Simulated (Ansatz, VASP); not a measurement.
BaO: VASP beside Ansatz

The input POSCAR:

```
BaO
1.0
    0.0000000000      2.8263083029      2.8263083029
    2.8263083029      0.0000000000      2.8263083029
    2.8263083029      2.8263083029      0.0000000000
Ba O
1 1
Direct
    0.0000000000      0.0000000000      0.0000000000
    0.5000000000      0.5000000000      0.5000000000
```

File INCAR.step1:

```
  ALGO = Normal
  EDIFF = 1E-5
  ENCUT = 660
  GGA = PE
  GGA_COMPAT = False
  ISMEAR = 0
  LASPH = True
  LCHARG = False
  LREAL = False
  LWAVE = True
  NBANDS = 15
  NELM = 120
  PREC = Accurate
  SIGMA = 0.01
```

File INCAR.step2:

```
  ALGO = Normal
  EDIFF = 1E-6
  ENCUT = 660
  GGA_COMPAT = False
  ISIF = 2
  ISMEAR = 0
  ISTART = 1
  LASPH = True
  LCHARG = False
  LMIXTAU = True
  LREAL = False
  LWAVE = False
  METAGGA = R2SCAN
  NBANDS = 15
  NELM = 120
  PREC = Accurate
  SIGMA = 0.01
```

Contents of KPOINTS:

```
k-points
0
Gamma
  6 6 6
```

Input for Ansatz:

```yaml
crystal:
  lattice:
    - [0.0, 2.8263083029, 2.8263083029]
    - [2.8263083029, 0.0, 2.8263083029]
    - [2.8263083029, 2.8263083029, 0.0]
  atoms:
    - { symbol: Ba, position: [0.0, 0.0, 0.0] }
    - { symbol: O, position: [0.5, 0.5, 0.5] }
kpoints:
  mp_grid: { grid: [6, 6, 6] }
hamiltonian:
  xc: r2scan
scf:
  occupations: { method: fixed }
  n_extra_bands: 4
output:
  forces: true
  stress: true
  eigenvalues: true
```

Alike in both runs: task single point; functional r2SCAN; k mesh 6 × 6 × 6; no spin polarisation.

```csv
,VASP,Ansatz
version,VASP 6.6.1,Ansatz 0.2.0
potentials or method,"VASP PAW PBE potentials, release 64 (Ba_sv, O)","plane waves, PAW"
plane-wave cutoff (eV),660,500
occupations,"gaussian, width 0.01 eV",fixed
valence electrons in the cell,16,16
```

VASP gave:

- gap on the k mesh at the Fermi level (eV): 2.50
- pressure (GPa): -2.6

**Question.** Which values does Ansatz return?

**Answer.** gap on the k mesh at the Fermi level (eV): 2.55; pressure (GPa): -3.9.

VASP's potentials were made for PBE, not for r2SCAN.

Neither program's run includes spin-orbit coupling.
